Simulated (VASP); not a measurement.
The system is CS2.

```
S C
1.0
     3.64579   -2.99431    0.00000
     3.64579    2.99431    0.00000
     0.00000    0.00000    9.85126
S C
4 2
Direct
  0.18152 0.81848 0.88687
  0.31848 0.68152 0.38687
  0.68152 0.31848 0.61313
  0.81848 0.18152 0.11313
  0.50000 0.50000 0.50000
  0.00000 0.00000 0.00000
```

Base run:

| Quantity | Value |
| --- | --- |
| Program | VASP 6.6.1 |
| Functional | r2SCAN |
| Potentials or basis | VASP PAW PBE potentials, release 64 (S, C) |
| Cutoff | 520 eV |
| k mesh | 6 × 6 × 4 |
| Occupations | gaussian, width 0.01 eV |
| Spin | no spin polarisation |

Its results: band gap on the k mesh 3.76 eV; pressure -1.0 GPa; largest force 0.412 eV/Å.

The run is repeated on the same cell with these changes: functional from r2SCAN to PBEsol. What comes out?

Band gap on the k mesh 3.43 eV; pressure -0.4 GPa; largest force 0.134 eV/Å.

Caveats: the PAW data sets were made with another functional, which shifts forces and pressure a little; this functional lacks dispersion, which holds the molecules together, so the pressure and a relaxed volume are unreliable (at least some runs).

A k mesh can miss the band edges.
